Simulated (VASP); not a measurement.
# CO2 (P4_12_12) in VASP: relaxation of the atoms with PBE

Aim: the relaxation of the atoms of CO2 with PBE.

Program: VASP 6.6.1. These are calculated values, not measurements. Logs are shortened: lines on timing, memory, paths and dates and some standing lists are left out, and cuts for length are marked.

### Step 1. The cell of the first run

Symmetry: P4_12_12, No. 92, tetragonal system. Conventional cell: a = 4.335 Å, b = 4.335 Å, c = 6.102 Å, α = 90.00°, β = 90.00°, γ = 90.00°. Within 2.0 Å of C (site symmetry 2) lie 2 O at 1.48 Å. Within 2.0 Å of O (site symmetry 1) lie 1 C at 1.48 Å.

### Step 2. Relaxation of the atoms, PBE

Input file INCAR:

```
PREC = Accurate
ENCUT = 520
EDIFF = 1E-7
ISMEAR = -1
SIGMA = 0.02
LREAL = False
LASPH = True
NELM = 100
ALGO = Normal
ISIF = 2
LWAVE = False
LCHARG = False
GGA = PE
IBRION = 2
NSW = 80
EDIFFG = -0.02
```

Input file KPOINTS:

```
Automatic mesh
0
Gamma
  5 5 4
```

Input file POSCAR:

```
CO2
1.0
    4.3350000000      0.0000000000      0.0000000000
    0.0000000000      4.3350000000      0.0000000000
    0.0000000000      0.0000000000      6.1020000000
C O
4 8
Direct
    0.4600000000      0.4600000000      0.0000000000
    0.0400000000      0.9600000000      0.2500000000
    0.5400000000      0.5400000000      0.5000000000
    0.9600000000      0.0400000000      0.7500000000
    0.2620000000      0.2180000000      0.2600000000
    0.2820000000      0.7620000000      0.5100000000
    0.7380000000      0.7820000000      0.7600000000
    0.7180000000      0.2380000000      0.0100000000
    0.7620000000      0.2820000000      0.4900000000
    0.7820000000      0.7380000000      0.2400000000
    0.2380000000      0.7180000000      0.9900000000
    0.2180000000      0.2620000000      0.7400000000
```

Potentials or basis: VASP PAW PBE potentials, release 64 (C, O).

The run is started by

```
$ cat potpaw_PBE.64/C/POTCAR potpaw_PBE.64/O/POTCAR > POTCAR
$ mpirun -np 1 vasp_std > vasp.out
```

OUTCAR:

```text
PREC = Accurate
   ENCUT = 520
   EDIFF = 1E-7
   ISMEAR = -1
   LREAL = False
   LASPH = True
   NELM = 100
   ISIF = 2
   GGA = PE
   IBRION = 2
   NSW = 80
   EDIFFG = -0.02

 ion  position               nearest neighbor table
   1  0.460  0.460  0.000-   8 1.48  11 1.48
   2  0.040  0.960  0.250-   5 1.48  10 1.48
   3  0.540  0.540  0.500-   6 1.48   9 1.48
   4  0.960  0.040  0.750-   7 1.48  12 1.48
   5  0.262  0.218  0.260-   2 1.48
   6  0.282  0.762  0.510-   3 1.48
   7  0.738  0.782  0.760-   4 1.48
   8  0.718  0.238  0.010-   1 1.48
   9  0.762  0.282  0.490-   3 1.48
  10  0.782  0.738  0.240-   2 1.48
  11  0.238  0.718  0.990-   1 1.48
  12  0.218  0.262  0.740-   4 1.48

  LATTYP: Found a simple tetragonal cell.
 ALAT       =     4.3350000000
 C/A-ratio  =     1.4076124567

  Lattice vectors:

 A1 = (   4.3350000000,   0.0000000000,   0.0000000000)
 A2 = (   0.0000000000,   4.3350000000,   0.0000000000)
 A3 = (   0.0000000000,   0.0000000000,   6.1020000000)

Analysis of symmetry for initial positions (statically):
=====================================================================
 Subroutine PRICEL returns:
 Original cell was already a primitive cell.

 Routine SETGRP: Setting up the symmetry group for a
 simple tetragonal supercell.

 Subroutine GETGRP returns: Found  8 space group operations
 (whereof  2 operations were pure point group operations)
 out of a pool of 16 trial point group operations.

The static configuration has the point symmetry C_2 .
 The point group associated with its full space group is D_4 .

Analysis of symmetry for dynamics (positions and initial velocities):
=====================================================================
 Subroutine PRICEL returns:
 Original cell was already a primitive cell.

 Routine SETGRP: Setting up the symmetry group for a
 simple tetragonal supercell.

 Subroutine GETGRP returns: Found  8 space group operations
 (whereof  2 operations were pure point group operations)
 out of a pool of 16 trial point group operations.

The dynamic configuration has the point symmetry C_2 .
 The point group associated with its full space group is D_4 .

 Subroutine INISYM returns: Found  8 space group operations
 (whereof  2 operations are pure point group operations),
 and found     1 'primitive' translations

----------------------------------------------------------------------------------------

                                     Primitive cell

  volume of cell :     114.6702

  direct lattice vectors                    reciprocal lattice vectors
     4.335000000  0.000000000  0.000000000     0.230680507  0.000000000  0.000000000
     0.000000000  4.335000000  0.000000000     0.000000000  0.230680507  0.000000000
     0.000000000  0.000000000  6.102000000     0.000000000  0.000000000  0.163880695

  length of vectors
     4.335000000  4.335000000  6.102000000     0.230680507  0.230680507  0.163880695

  position of ions in fractional coordinates (direct lattice)
     0.460000000  0.460000000  0.000000000
     0.040000000  0.960000000  0.250000000
     0.540000000  0.540000000  0.500000000
     0.960000000  0.040000000  0.750000000
     0.262000000  0.218000000  0.260000000
     0.282000000  0.762000000  0.510000000
     0.738000000  0.782000000  0.760000000
     0.718000000  0.238000000  0.010000000
     0.762000000  0.282000000  0.490000000
     0.782000000  0.738000000  0.240000000
     0.238000000  0.718000000  0.990000000
     0.218000000  0.262000000  0.740000000

  ion indices of the primitive-cell ions
   primitive index   ion index
                 1           1
                 2           2
                 3           3
                 4           4
                 5           5
                 6           6
                 7           7
                 8           8
                 9           9
                10          10
                11          11
                12          12

----------------------------------------------------------------------------------------

 KPOINTS: Automatic mesh

Automatic generation of k-mesh.
 Grid dimensions read from file:
 generate k-points for:    5    5    4

 Generating k-lattice:

  Cartesian coordinates                     Fractional coordinates (reciprocal lattice)
     0.046136101  0.000000000  0.000000000     0.200000000  0.000000000  0.000000000
     0.000000000  0.046136101  0.000000000     0.000000000  0.200000000  0.000000000
     0.000000000  0.000000000  0.040970174     0.000000000  0.000000000  0.250000000

  Length of vectors
     0.046136101  0.046136101  0.040970174

  Shift w.r.t. Gamma in fractional coordinates (k-lattice)
     0.000000000  0.000000000  0.000000000

 Subroutine IBZKPT returns following result:
 ===========================================

 Found     18 irreducible k-points:

 Following reciprocal coordinates:
            Coordinates               Weight
  0.000000  0.000000  0.000000      1.000000
  0.200000  0.000000  0.000000      4.000000
  0.400000  0.000000  0.000000      4.000000
  0.200000  0.200000  0.000000      4.000000
  0.400000  0.200000  0.000000      8.000000
  0.400000  0.400000  0.000000      4.000000
[... 10 lines left out ...]
  0.400000  0.200000  0.500000      8.000000
  0.400000  0.400000  0.500000      4.000000
   k-points           NKPTS =     18   k-points in BZ     NKDIM =     18   number of bands    NBANDS=     39
   number of dos      NEDOS =    301   number of ions     NIONS =     12
   total plane-waves  NPLWV =  49152
   dimension x,y,z NGX =    32 NGY =   32 NGZ =   48
   dimension x,y,z NGXF=    64 NGYF=   64 NGZF=   96
   ions per type =               4   8
   NGX,Y,Z   is equivalent  to a cutoff of  12.27, 12.27, 13.08 a.u.
   NGXF,Y,Z  is equivalent  to a cutoff of  24.54, 24.54, 26.15 a.u.
 SYSTEM =  unknown system
   PREC   = accura    normal or accurate (medium, high low for compatibility)
   ISTART =      0    job   : 0-new  1-cont  2-samecut
   ICHARG =      2    charge: 1-file 2-atom 10-const
   ISPIN  =      1    spin polarized calculation?
   LNONCOLLINEAR =      F non collinear calculations
   LSORBIT =      F    spin-orbit coupling
   LASPH  =      T    aspherical Exc in radial PAW
   ENCUT  =  520.0 eV  38.22 Ry    6.18 a.u.   8.06  8.06 11.35*2*pi/ulx,y,z
   NELM   =    100;   NELMIN=  2; NELMDL= -5     # of ELM steps
   EDIFF  = 0.1E-06   stopping-criterion for ELM
   LREAL  =      F    real-space projection
   EDIFFG = -.2E-01   stopping-criterion for IOM
   NSW    =     80    number of steps for IOM
   IBRION =      2    ionic relax: 0-MD 1-quasi-New 2-CG
   NFREE  =      1    steps in history (QN), initial steepest desc. (CG)
   ISIF   =      2    stress and relaxation
   ISYM   =      2    0-nonsym 1-usesym 2-fastsym
   POTIM  = 0.5000    time-step for ionic-motion
   TEBEG  =    0.0;   TEEND  =   0.0 temperature during run
   PSTRESS=    0.0 pullay stress
   NELECT =      64.0000    total number of electrons
   NUPDOWN=      -1.0000    fix difference up-down
   EMIN   =  10.00;   EMAX   =-10.00  energy-range for DOS
   EFERMI =   0.00;   METHOD = LEGACY
   ISMEAR =    -1;   SIGMA  =   0.02  broadening in eV -4-tet -1-fermi 0-gaus
   EFERMI_NEDOS =   21; number of points for ismear=-14 and -15
   IALGO  =     38    algorithm
   IMIX   =      4    mixing-type and parameters
     AMIX     =   0.40;   BMIX     =  1.00
     AMIX_MAG =   1.60;   BMIX_MAG =  1.00
  volume/ion in A,a.u.               =       9.56        64.49
  Fermi-wavevector in a.u.,A,eV,Ry     =   1.347880  2.547125 24.718813  1.816782
  Thomas-Fermi vector in A             =   2.475595
   LORBIT       =      0    0 simple, 1 ext, 2 COOP (PROOUT), +10 PAW based schemes
   GGA     = PE    functional components
   LHFCALC =     F    Hartree Fock is set to
   AEXX    =    0.0000 exact exchange contribution
   IVDW    =     0    specifies the selected vdW correction
   LEPSILON=     F    determine dielectric tensor
   LRPA    =     F    only Hartree local field effects (RPA)
 conjugate gradient relaxation of ions
 non-spin polarized calculation
  energy-cutoff  :      520.00
  volume of cell :      114.67
 maximum number of plane-waves:      3106
   NGX = 17   NGY = 17   NGZ = 23

--------------------------------------- Ionic step        1  -------------------------------------------

 number of electron      63.9999992 magnetization

 Free energy of the ion-electron system (eV)
  ---------------------------------------------------
  ext. energy  EPLUGINS =         0.00000000
  ---------------------------------------------------
  free energy    TOTEN  =       -69.18422553 eV

  energy without entropy =      -69.18422553  energy(sigma->0) =      -69.18422553

------------------------ aborting loop because EDIFF is reached ----------------------------------------

  FORCE on cell =-STRESS in cart. coord.  units (eV):
  Direction    XX          YY          ZZ          XY          YZ          ZX
  --------------------------------------------------------------------------------------
  -------------------------------------------------------------------------------------
  Total      -46.3373461    -46.3373461     12.6364477      0.0000000      0.0000000     -0.0000000
  in kB     -647.4277822   -647.4277822    176.5570974      0.0000000      0.0000000     -0.0000000
  external PRESSURE =    -372.7661557 kB  Pullay stress =       0.0000000 kB
[... 33 lines left out ...]
--------------------------------------- Ionic step        2  -------------------------------------------

 number of electron      63.9999966 magnetization

 E-fermi :  -0.0973     XC(G=0):  -9.7812

 val. band max:       -0.5161698309   @ k =   0.0000   0.0000   0.0000
 cond. band min:       7.6921831493   @ k =   0.0000   0.0000   0.0000
 fundamental gap:      8.2083529803
 Fermi energy:        -0.0973257473

 k-point     1 :       0.0000    0.0000    0.0000
  band No.  band energies     occupation
      1     -23.8046      2.00000
      2     -23.2743      2.00000
      3     -23.2743      2.00000
      4     -23.0219      2.00000
      5     -22.3883      2.00000
      6     -22.3883      2.00000
[... 830 lines left out ...]
  FREE ENERGIE OF THE ION-ELECTRON SYSTEM (eV)
  ---------------------------------------------------
  free  energy   TOTEN  =       -79.1005578777 eV

  energy  without entropy=      -79.1005578777  energy(sigma->0) =      -79.10055788

[... ionic steps 4 to 36 ...]

--------------------------------------- Ionic step       37  -------------------------------------------

 number of electron      63.9999994 magnetization

------------------------ aborting loop because EDIFF is reached ----------------------------------------
[... 87 lines left out ...]
--------------------------------------- Ionic step       39  -------------------------------------------

 number of electron      63.9999992 magnetization

 Free energy of the ion-electron system (eV)
  ---------------------------------------------------
  ext. energy  EPLUGINS =         0.00000000
  ---------------------------------------------------
  free energy    TOTEN  =       -89.18393137 eV

  energy without entropy =      -89.18393137  energy(sigma->0) =      -89.18393137

 E-fermi :   0.4357     XC(G=0): -10.0998

 val. band max:        0.0345145044   @ k =   0.0000   0.0000   0.0000
 cond. band min:       6.4177453084   @ k =   0.4000   0.4000   0.0000
 fundamental gap:      6.3832308040
 Fermi energy:         0.4357064302

 k-point     1 :       0.0000    0.0000    0.0000
  band No.  band energies     occupation
      1     -22.0226      2.00000
      2     -21.2652      2.00000
      3     -21.2652      2.00000
      4     -20.8436      2.00000
      5     -20.3292      2.00000
      6     -20.3292      2.00000
[... 784 lines left out ...]
  FREE ENERGIE OF THE ION-ELECTRON SYSTEM (eV)
  ---------------------------------------------------
  free  energy   TOTEN  =       -89.1839313680 eV

  energy  without entropy=      -89.1839313680  energy(sigma->0) =      -89.18393137

 reached required accuracy - stopping structural energy minimisation
```

It took 20 min on 1 thread of Intel Xeon Platinum 8375C at 2.90GHz (Ice Lake), shared host; peak memory 0.25 GiB.

What came out:

| Item | Value |
| --- | --- |
| Free energy | -89.1839 eV |
| Energy gained by relaxing | 1666.6 meV/atom |
| Ionic steps | 39 |
| Pressure after relaxing | 18.9 GPa |
| Largest force after relaxing | 0.010 eV/Å |
| Band gap on the k mesh | 6.38 eV (least direct gap 6.64 eV) |

Forces on the atoms (eV/Å):
```
C   -0.007 -0.007  0.000
C    0.007 -0.007  0.000
C    0.007  0.007  0.000
C   -0.007  0.007  0.000
O    0.004 -0.001  0.005
O    0.001  0.004  0.005
O   -0.004  0.001  0.005
O   -0.001 -0.004  0.005
O    0.004  0.001 -0.005
O    0.001 -0.004 -0.005
O   -0.004 -0.001 -0.005
O   -0.001  0.004 -0.005
```

Step by step:
| step | energy change (eV) | largest force (eV/Å) | pressure (GPa) |
| --- | --- | --- | --- |
| 1 | 0.0000 | 9.2993 | -37.28 |
| 2 | -8.0617 | 24.3029 | 106.86 |
| 3 | -9.9163 | 9.9427 | -27.98 |
| 4 | -16.5543 | 7.0966 | -11.15 |
| 5 | -19.2429 | 2.6825 | 30.03 |
| 6 | -19.4505 | 1.2779 | 15.83 |
| 7 | -19.4817 | 1.1935 | 19.17 |
| 8 | -19.4687 | 1.1212 | 21.89 |
| 9 | -19.5102 | 2.0279 | 11.62 |
| 10 | -19.5720 | 0.9692 | 16.02 |
| 11 | -19.6891 | 0.6667 | 17.25 |
| 12 | -19.7682 | 0.5150 | 18.51 |
| 13 | -19.7902 | 0.4729 | 20.98 |
| 14 | -19.7906 | 0.5400 | 21.36 |
| 15 | -19.8085 | 0.4658 | 21.04 |
| 16 | -19.8489 | 0.2906 | 20.06 |
| 17 | -19.8666 | 0.5849 | 17.86 |
| 18 | -19.8704 | 0.4918 | 18.56 |
| 19 | -19.8902 | 0.4601 | 19.40 |
| 20 | -19.9120 | 0.7036 | 21.73 |
| 21 | -19.9195 | 0.6519 | 21.51 |
| 22 | -19.9388 | 0.5001 | 20.87 |
| 23 | -19.9629 | 0.2474 | 19.62 |
| 24 | -19.9527 | 0.5103 | 17.25 |
| 25 | -19.9682 | 0.1960 | 18.73 |
| 26 | -19.9710 | 0.1803 | 18.85 |
| 27 | -19.9775 | 0.1656 | 19.21 |
| 28 | -19.9829 | 0.2605 | 19.89 |
| 29 | -19.9863 | 0.1229 | 19.19 |
| 30 | -19.9870 | 0.1238 | 18.70 |
| 31 | -19.9884 | 0.1133 | 18.73 |
| 32 | -19.9920 | 0.0940 | 18.81 |
| 33 | -19.9963 | 0.1061 | 18.95 |
| 34 | -19.9937 | 0.1305 | 19.12 |
| 35 | -19.9971 | 0.1140 | 19.03 |
| 36 | -19.9987 | 0.0888 | 18.56 |
| 37 | -19.9988 | 0.1151 | 18.45 |
| 38 | -19.9996 | 0.0370 | 18.75 |
| 39 | -19.9997 | 0.0099 | 18.91 |

Final structure:
```
C O
1.0
     4.33500    0.00000    0.00000
     0.00000    4.33500    0.00000
     0.00000    0.00000    6.10200
C O
4 8
Direct
  0.50068 0.50068 0.00000
  0.99932 0.00068 0.25000
  0.49932 0.49932 0.50000
  0.00068 0.99932 0.75000
  0.18948 0.19063 0.24954
  0.30937 0.68948 0.49954
  0.81052 0.80937 0.74954
  0.69063 0.31052 0.99954
  0.68948 0.30937 0.50046
  0.80937 0.81052 0.25046
  0.31052 0.69063 0.00046
  0.19063 0.18948 0.75046
```

Caveat: this functional lacks dispersion, which holds the molecules together, so the pressure and a relaxed volume are unreliable; an odd mesh through Γ misses points on the zone boundary, where band edges can lie.
